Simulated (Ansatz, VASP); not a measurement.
# ZnCu in VASP and in Ansatz

```
Zn Cu
1.0
     2.94500    0.00000    0.00000
     0.00000    2.94500    0.00000
     0.00000    0.00000    2.94500
Zn Cu
1 1
Cartesian
  1.2516 1.2516 1.2516
  0.2209 0.2209 0.2209
```

Change from the starting cell: shortest bond scaled by 0.7, LAPW.

Alike in both runs: task single point; functional PBE; k mesh 10 × 10 × 10; occupations fermi-dirac, width 0.05 eV; no spin polarisation.

|  | VASP | Ansatz |
| --- | --- | --- |
| version | VASP 6.6.1 | Ansatz 0.2.0 |
| potentials or method | VASP PAW PBE potentials, release 64 (Zn, Cu), cutoff 520 eV | all-electron LAPW, scalar-relativistic |

VASP gave:

| Property | Result |
| --- | --- |
| pressure (GPa) | 53.8 |
| traceless stress, the component that is largest in VASP (GPa) | 44.12 |
| rms of the force components (eV/Å) | 7.804 |

Estimate Ansatz's values.

pressure (GPa): 52.8; traceless stress, the component that is largest in VASP (GPa): 43.65; rms of the force components (eV/Å): 7.716.

Atom by atom the forces differ by 0.088 eV/Å (rms over components). Both programs put the cell under a high pressure, so it lies far from rest at this level. Ansatz ran all-electron here, and VASP with PAW potentials.
